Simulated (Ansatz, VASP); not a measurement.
AlP in VASP and in Ansatz

```
Al P
1.0
     0.00000    2.64332    2.64332
     2.64332    0.00000    2.64332
     2.64332    2.64332    0.00000
Al P
1 1
Direct
  0.00000 0.00000 0.00000
  0.75000 0.75000 0.75000
```

Alike in both runs: task single point; functional PBEsol; k mesh 10 × 10 × 10; no spin polarisation.

```csv
,VASP,Ansatz
version,VASP 6.6.1,Ansatz 0.2.0
potentials or method,"VASP PAW PBE potentials, release 64 (Al, P), cutoff 500 eV","scalar-relativistic, plane waves, PAW"
occupations,"gaussian, width 0.01 eV",fixed
valence electrons in the cell,8,8
```

```tsv
	VASP	Ansatz	Ansatz less VASP
gap on the k mesh at the Fermi level (eV)	1.23	1.23	+0.004
pressure (GPa)	11.0	11.0	-0.05
```

VASP's potentials were made for PBE, not for PBEsol.
